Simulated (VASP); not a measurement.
# La (Im-3m) in VASP: a series of runs

Runs on La. Level: PBE. Tasks: single point.

All numbers are computed with VASP 6.6.1; they aren't measurements. Logs are shortened: lines on timing, memory, paths and dates and some standing lists are left out, and cuts for length are marked.

**1. The cell of the first run**

The structure is cubic, space group Im-3m (No. 229). The conventional cell has a = 3.870 Å, b = 3.870 Å, c = 3.870 Å, α = 90.00°, β = 90.00°, γ = 90.00°. Within 4.4 Å of La (site symmetry m-3m) lie 14 La at 3.35 to 3.87 Å.

**2. Single point, PBE**

File INCAR:

```
PREC = Accurate
ENCUT = 500
EDIFF = 1E-6
ISMEAR = 0
SIGMA = 0.05
LREAL = F
LASPH = T
NELM = 200
ALGO = Normal
ISIF = 2
LWAVE = F
LCHARG = F
GGA = PE
NBANDS = 12
GGA_COMPAT = F
LMAXMIX = 6
```

File KPOINTS:

```
regular mesh
0
Gamma
  7 7 7
```

File POSCAR:

```
La
1.0
    3.3517307069     -0.0000000186     -0.0000000321
   -1.1172435515      3.1600420216     -0.0000000321
   -1.1172435515     -1.5800209644      2.7366766945
La
1
Direct
    0.0000000000      0.0000000000      0.0000000000
```

Potentials or basis: VASP PAW PBE potentials, release 64 (La).

Run with:

```bash
$ cat potpaw_PBE.64/La/POTCAR > POTCAR
$ mpirun -np 1 vasp_std > vasp.out
```

OUTCAR:

```text
PREC = Accurate
   ENCUT = 500
   EDIFF = 1E-6
   ISMEAR = 0
   LREAL = F
   LASPH = T
   NELM = 200
   ISIF = 2
   GGA = PE

 ion  position               nearest neighbor table
   1  0.000  0.000  0.000-

  LATTYP: Found a body centered cubic cell.
 ALAT       =     3.8702452518

  Lattice vectors:

 A1 = (   3.3517307069,  -0.0000000186,  -0.0000000321)
 A2 = (  -1.1172435515,   3.1600420216,  -0.0000000321)
 A3 = (  -1.1172435515,  -1.5800209644,   2.7366766945)

Analysis of symmetry for initial positions (statically):
=====================================================================
 Subroutine PRICEL returns:
 Original cell was already a primitive cell.

 Routine SETGRP: Setting up the symmetry group for a
 body centered cubic supercell.

 Subroutine GETGRP returns: Found 48 space group operations
[... 9 lines left out ...]

 Routine SETGRP: Setting up the symmetry group for a
 body centered cubic supercell.

 Subroutine GETGRP returns: Found 48 space group operations
[... 11 lines left out ...]
                                     Primitive cell

  volume of cell :      28.9858

  direct lattice vectors                    reciprocal lattice vectors
     3.351730707 -0.000000019 -0.000000032     0.298353327  0.105483830  0.182703348
    -1.117243552  3.160042022 -0.000000032     0.000000004  0.316451491  0.182703348
    -1.117243552 -1.580020964  2.736676694     0.000000003  0.000000005  0.365406704

  length of vectors
     3.351730707  3.351730707  3.351730707     0.365406704  0.365406704  0.365406704

  position of ions in fractional coordinates (direct lattice)
     0.000000000  0.000000000  0.000000000

  ion indices of the primitive-cell ions
   primitive index   ion index
                 1           1

----------------------------------------------------------------------------------------

 KPOINTS: regular mesh

Automatic generation of k-mesh.
 Grid dimensions read from file:
 generate k-points for:    7    7    7

 Generating k-lattice:

  Cartesian coordinates                     Fractional coordinates (reciprocal lattice)
     0.042621904  0.015069119  0.026100478     0.142857143 -0.000000000  0.000000000
     0.000000001  0.045207356  0.026100478     0.000000000  0.142857143 -0.000000000
     0.000000000  0.000000001  0.052200958    -0.000000000 -0.000000000  0.142857143

  Length of vectors
     0.052200958  0.052200958  0.052200958

  Shift w.r.t. Gamma in fractional coordinates (k-lattice)
     0.000000000  0.000000000  0.000000000

 Subroutine IBZKPT returns following result:
 ===========================================

 Found     20 irreducible k-points:

 Following reciprocal coordinates:
            Coordinates               Weight
  0.000000  0.000000  0.000000      1.000000
  0.142857 -0.000000  0.000000     12.000000
  0.285714 -0.000000  0.000000     12.000000
  0.428571 -0.000000  0.000000     12.000000
  0.142857  0.142857  0.000000     24.000000
  0.285714  0.142857  0.000000     48.000000
[... 12 lines left out ...]
 -0.428571 -0.428571  0.285714      8.000000
 -0.428571  0.428571  0.428571      6.000000
   k-points           NKPTS =     20   k-points in BZ     NKDIM =     20   number of bands    NBANDS=     12
   number of dos      NEDOS =    301   number of ions     NIONS =      1
   total plane-waves  NPLWV =  13824
   dimension x,y,z NGX =    24 NGY =   24 NGZ =   24
   dimension x,y,z NGXF=    48 NGYF=   48 NGZF=   48
   ions per type =               1
   NGX,Y,Z   is equivalent  to a cutoff of  11.90, 11.90, 11.90 a.u.
   NGXF,Y,Z  is equivalent  to a cutoff of  23.81, 23.81, 23.81 a.u.
 SYSTEM =  unknown system
   PREC   = accura    normal or accurate (medium, high low for compatibility)
   ISTART =      0    job   : 0-new  1-cont  2-samecut
   ICHARG =      2    charge: 1-file 2-atom 10-const
   ISPIN  =      1    spin polarized calculation?
   LNONCOLLINEAR =      F non collinear calculations
   LSORBIT =      F    spin-orbit coupling
   LASPH  =      T    aspherical Exc in radial PAW
   ENCUT  =  500.0 eV  36.75 Ry    6.06 a.u.   6.11  6.11  6.11*2*pi/ulx,y,z
   NELM   =    200;   NELMIN=  2; NELMDL= -5     # of ELM steps
   EDIFF  = 0.1E-05   stopping-criterion for ELM
   LREAL  =      F    real-space projection
   EDIFFG = 0.1E-04   stopping-criterion for IOM
   NSW    =      0    number of steps for IOM
   IBRION =     -1    ionic relax: 0-MD 1-quasi-New 2-CG
   NFREE  =      0    steps in history (QN), initial steepest desc. (CG)
   ISIF   =      2    stress and relaxation
   ISYM   =      2    0-nonsym 1-usesym 2-fastsym
   POTIM  = 0.5000    time-step for ionic-motion
   TEBEG  =    0.0;   TEEND  =   0.0 temperature during run
   PSTRESS=    0.0 pullay stress
   NELECT =      11.0000    total number of electrons
   NUPDOWN=      -1.0000    fix difference up-down
   EMIN   =  10.00;   EMAX   =-10.00  energy-range for DOS
   EFERMI =   0.00;   METHOD = LEGACY
   ISMEAR =     0;   SIGMA  =   0.05  broadening in eV -4-tet -1-fermi 0-gaus
   EFERMI_NEDOS =   21; number of points for ismear=-14 and -15
   IALGO  =     38    algorithm
   IMIX   =      4    mixing-type and parameters
     AMIX     =   0.40;   BMIX     =  1.00
     AMIX_MAG =   1.60;   BMIX_MAG =  1.00
  volume/ion in A,a.u.               =      28.99       195.61
  Fermi-wavevector in a.u.,A,eV,Ry     =   1.185252  2.239801 19.113757  1.404821
  Thomas-Fermi vector in A             =   2.321449
   LORBIT       =      0    0 simple, 1 ext, 2 COOP (PROOUT), +10 PAW based schemes
   GGA     = PE    functional components
   LHFCALC =     F    Hartree Fock is set to
   AEXX    =    0.0000 exact exchange contribution
   IVDW    =     0    specifies the selected vdW correction
   LEPSILON=     F    determine dielectric tensor
   LRPA    =     F    only Hartree local field effects (RPA)
 non-spin polarized calculation
 Gauss-broadening in eV      SIGMA  =   0.05
  energy-cutoff  :      500.00
  volume of cell :       28.99
 maximum number of plane-waves:       744
   NGX = 13   NGY = 13   NGZ = 13

 number of electron      10.9999998 magnetization

 Free energy of the ion-electron system (eV)
  ---------------------------------------------------
  ext. energy  EPLUGINS =         0.00000000
  ---------------------------------------------------
  free energy    TOTEN  =        -4.50847859 eV

  energy without entropy =       -4.50619041  energy(sigma->0) =       -4.50733450

 E-fermi :  10.4378     XC(G=0): -10.6144

 val. band max:       10.4089369751   @ k =   0.1429   0.1429   0.1429
 cond. band min:      10.5173609311   @ k =   0.2857  -0.0000   0.0000
 fundamental gap:      0.1084239561
 Fermi energy:        10.4377853037

 k-point     1 :       0.0000    0.0000    0.0000
  band No.  band energies     occupation
      1     -22.2143      2.00000
      2      -4.4690      2.00000
      3      -4.4690      2.00000
      4      -4.4690      2.00000
      5       7.7538      2.00000
      6      12.2011      0.00000
      7      12.2011      0.00000
      8      12.2011      0.00000
      9      12.2307      0.00000
     10      12.2307      0.00000
     11      12.2307      0.00000
     12      13.4595      0.00000

 k-point     2 :       0.1429   -0.0000    0.0000
  band No.  band energies     occupation
      1     -22.1208      2.00000
      2      -5.0600      2.00000
      3      -4.6381      2.00000
      4      -4.4806      2.00000
      5       8.5490      2.00000
      6      11.3407      0.00000
      7      11.3629      0.00000
      8      12.1915      0.00000
      9      12.4987      0.00000
     10      12.7875      0.00000
     11      12.8318      0.00000
     12      13.3673      0.00000

 k-point     3 :       0.2857   -0.0000    0.0000
  band No.  band energies     occupation
      1     -21.9007      2.00000
      2      -6.2176      2.00000
      3      -4.9931      2.00000
      4      -4.5078      2.00000
      5       8.9398      2.00000
      6      10.5174      0.02440
      7      11.8074      0.00000
      8      12.1865      0.00000
      9      12.7727      0.00000
     10      13.0030      0.00000
     11      13.1390      0.00000
     12      13.3193      0.00000

 k-point     4 :       0.4286   -0.0000    0.0000
  band No.  band energies     occupation
      1     -21.7133      2.00000
      2      -7.0375      2.00000
      3      -5.2563      2.00000
      4      -4.5306      2.00000
      5       8.3761      2.00000
      6      10.0384      2.00000
      7      12.2515      0.00000
      8      12.5140      0.00000
      9      12.8670      0.00000
     10      13.2551      0.00000
     11      13.3188      0.00000
     12      13.3816      0.00000

 k-point     5 :       0.1429    0.1429    0.0000
  band No.  band energies     occupation
      1     -21.9634      2.00000
      2      -5.8501      2.00000
      3      -4.8696      2.00000
      4      -4.6162      2.00000
      5       9.4498      2.00000
      6      10.6754      0.00000
      7      11.0521      0.00000
      8      12.2036      0.00000
      9      12.7803      0.00000
     10      12.9586      0.00000
     11      12.9867      0.00000
     12      13.3633      0.00000
[... 168 lines left out ...]
      1     -21.6450      2.00000
      2      -6.1564      2.00000
      3      -5.5749      2.00000
      4      -5.5749      2.00000
      5       9.1824      2.00000
      6      10.5366      0.00518
      7      12.1477      0.00000
      8      12.1477      0.00000
      9      12.3876      0.00000
     10      12.6160      0.00000
     11      13.3189      0.00000
     12      13.3189      0.00000

 k-point    18 :      -0.4286    0.4286    0.2857
  band No.  band energies     occupation
      1     -21.4947      2.00000
      2      -6.5510      2.00000
      3      -5.8629      2.00000
      4      -5.6489      2.00000
      5       8.6909      2.00000
      6       9.6225      2.00000
      7      12.1007      0.00000
      8      12.1367      0.00000
      9      12.7214      0.00000
     10      12.9572      0.00000
     11      13.4220      0.00000
     12      13.4491      0.00000

 k-point    19 :      -0.4286   -0.4286    0.2857
  band No.  band energies     occupation
      1     -21.4272      2.00000
      2      -6.3454      2.00000
      3      -6.3454      2.00000
      4      -5.6781      2.00000
      5       8.6695      2.00000
      6       8.6695      2.00000
      7      11.9782      0.00000
      8      12.6200      0.00000
      9      12.8741      0.00000
     10      12.8741      0.00000
     11      13.5098      0.00000
     12      13.5151      0.00000

 k-point    20 :      -0.4286    0.4286    0.4286
  band No.  band energies     occupation
      1     -21.3675      2.00000
      2      -6.2764      2.00000
      3      -6.1614      2.00000
      4      -6.1614      2.00000
      5       7.9224      2.00000
      6       8.2194      2.00000
      7      12.5055      0.00000
      8      12.7953      0.00000
      9      12.7953      0.00000
     10      12.8195      0.00000
     11      13.5330      0.00000
     12      13.5388      0.00000

------------------------ aborting loop because EDIFF is reached ----------------------------------------

  FORCE on cell =-STRESS in cart. coord.  units (eV):
  Direction    XX          YY          ZZ          XY          YZ          ZX
  --------------------------------------------------------------------------------------
  -------------------------------------------------------------------------------------
  Total        1.8172674      1.8172674      1.8172674     -0.0000000      0.0000000     -0.0000000
  in kB      100.4486167    100.4486167    100.4486167     -0.0000000      0.0000000     -0.0000000
  external PRESSURE =     100.4486167 kB  Pullay stress =       0.0000000 kB

 VOLUME and BASIS-vectors are now :
 -----------------------------------------------------------------------------
  energy-cutoff  :      500.00
  volume of cell :       28.99
      direct lattice vectors                 reciprocal lattice vectors
     3.351730707 -0.000000019 -0.000000032     0.298353327  0.105483830  0.182703348
    -1.117243552  3.160042022 -0.000000032     0.000000004  0.316451491  0.182703348
    -1.117243552 -1.580020964  2.736676694     0.000000003  0.000000005  0.365406704

 POSITION                                       TOTAL-FORCE (eV/Angst)
 -----------------------------------------------------------------------------------
      0.00000      0.00000      0.00000        -0.000000     -0.000000      0.000000
 -----------------------------------------------------------------------------------
    total drift:                               -0.000000      0.000000      0.000000

  FREE ENERGIE OF THE ION-ELECTRON SYSTEM (eV)
  ---------------------------------------------------
  free  energy   TOTEN  =        -4.5084785889 eV

  energy  without entropy=       -4.5061904082  energy(sigma->0) =       -4.50733450
```

Run time: 15 s. Hardware: 1 thread of Intel Xeon 8259CL, shared host; peak memory 0.15 GiB.

Results:

```yaml
Free_energy: -4.5085 eV
Pressure: 10.0 GPa
```

Levels at points of the mesh, in eV from the Fermi level:
```
           k point  band 2  band 3  band 4  band 5  band 6  band 7  band 8  band 9
(0.00, 0.00, 0.00)  -14.91  -14.91  -14.91   -2.68    1.76    1.76    1.76    1.79
```

Caveat: spin-orbit coupling is left out, which moves the levels of the heavy elements.

**3. Single point, PBE**

This run uses another cell than the first one, of 37.68 Å³/atom, 1.300 times its volume.

File INCAR:

```
  PREC = Accurate
  ENCUT = 500
  EDIFF = 1E-6
  ISMEAR = 0
  SIGMA = 0.05
  LREAL = F
  LASPH = T
  NELM = 200
  ALGO = Normal
  ISIF = 2
  LWAVE = F
  LCHARG = F
  GGA = PE
  NBANDS = 12
  GGA_COMPAT = F
  LMAXMIX = 6
```

KPOINTS is that of step 2.

File POSCAR:

```
La
1.0
    3.6580564981     -0.0000000203     -0.0000000351
   -1.2193521469      3.4488487478     -0.0000000351
   -1.2193521469     -1.7244243233      2.9867906586
La
1
Direct
    0.0000000000      0.0000000000      0.0000000000
```

Potentials or basis: VASP PAW PBE potentials, release 64 (La).

Run with:

```bash
$ cat potpaw_PBE.64/La/POTCAR > POTCAR
$ mpirun -np 1 vasp_std > vasp.out
```

It took 33 s on 1 thread of Intel Xeon 8259CL, shared host; peak memory 0.16 GiB.

Results (log left out):

* Free energy: -4.7593 eV
* Pressure: 0.0 GPa

Levels at points of the mesh, in eV from the Fermi level:
```csv
k point,band 3,band 4,band 5,band 6,band 7,band 8
"(0.00, 0.00, 0.00)",-15.93,-15.93,-3.21,1.46,1.46,1.46
```

Caveat: spin-orbit coupling is left out, which moves the levels of the heavy elements.
